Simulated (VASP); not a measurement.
## Tb2GeO: relaxation of cell and atoms with PBE

The system is Tb2GeO.

```
Tb Ge O
1.0
     3.67071    0.00000    0.00000
    -1.83535    3.17893    0.00000
     0.00000    0.00000    7.09957
Tb Ge O
2 1 1
Direct
  0.66667 0.33333 0.68330
  0.33333 0.66667 0.31670
  0.00000 0.00000 0.00000
  0.00000 0.00000 0.50000
```

The cell was built from a structure type or drawn by symmetry, and may not be a known phase.

```
Program                : VASP 6.6.1
Task                   : relaxation of cell and atoms
Functional             : PBE
Potentials or basis    : VASP PAW PBE potentials, release 64 (Tb_3, Ge_d, O), 4f in core
Cutoff                 : 600 eV
k mesh                 : 4 × 4 × 2
Occupations            : gaussian, width 0.15 eV
Spin                   : no spin polarisation
Dipole correction      : no
Mended                 : yes
Further INCAR settings : ALGO = Normal; EDIFF = 1e-07; IBRION = 2; EDIFFG = -0.08; NSW = 36; ISIF = 3
```

* Relaxed volume: 19.23 Å³/atom
* Relaxed cell: a = 3.504 Å, b = 3.504 Å, c = 7.232 Å, α = 90.00°, β = 90.00°, γ = 120.00°
* Space group after relaxing (to 0.1 Å): P-3m1 (No. 164)
* Energy gained by relaxing: 52.8 meV/atom
* Ionic steps: 6
* Pressure after relaxing: 0.0 GPa
* Largest force after relaxing: 0.025 eV/Å
* Band gap on the k mesh: zero (bands 19 and 20 overlap by 1.28 eV)

Forces on the atoms (eV/Å):
```
Tb   0.000  0.000  0.025
Tb   0.000  0.000 -0.025
Ge   0.000  0.000  0.000
O    0.000  0.000  0.000
```

Stress tensor (GPa, compression positive):
```
 0.07  0.00  0.00
 0.00  0.07  0.00
 0.00  0.00 -0.13
```

Step by step:
```tsv
step	energy change (eV)	largest force (eV/Å)	pressure (GPa)	volume (Å³)
1	0.0000	0.5298	-4.92	82.84
2	-0.1774	0.5032	2.54	75.39
3	-0.1802	0.5028	1.62	76.13
4	-0.2098	0.1138	-0.13	77.08
5	-0.2099	0.1072	-0.18	77.10
6	-0.2112	0.0250	0.00	76.91
```

Final structure:
```yaml
crystal:
  lattice:
    - [3.50436, 0.00000, 0.00000]
    - [-1.75218, 3.03486, 0.00000]
    - [0.00000, 0.00000, 7.23153]
  atoms:
    - { symbol: Tb, position: [0.66667, 0.33333, 0.69144] }
    - { symbol: Tb, position: [0.33333, 0.66667, 0.30856] }
    - { symbol: Ge, position: [0.00000, 0.00000, 0.00000] }
    - { symbol: O, position: [0.00000, 0.00000, 0.50000] }
```

Levels at points of the mesh, in eV from the Fermi level:
```
           k point  band 17  band 18  band 19  band 20  band 21  band 22
(0.00, 0.00, 0.00)    -2.02    -0.83     1.23     1.51     1.51     1.72
(0.50, 0.00, 0.00)    -3.34    -1.37    -1.26     1.02     1.25     1.59
(0.00, 0.00, 0.50)    -3.61     0.45     0.96     0.96     1.26     2.49
(0.50, 0.00, 0.50)    -3.55    -2.34    -0.07     0.54     0.97     2.85
```

It took 76 s on 1 thread of AMD EPYC 9R45 96-Core Processor (Zen 5), on a shared host, peak memory 0.21 GiB.

Caveat: the k points lie up to 0.52 Å⁻¹ apart in the final cell, too coarse for converged energies and pressures of a metal; spin-orbit coupling is left out, which moves the levels of the heavy elements; the 4f electrons are frozen in the core, so they carry no moment and show no levels; the run has no spin polarisation, though such a crystal can be magnetic. Spin polarisation is off, so any magnetic state and its effect on volume and gap are missing.
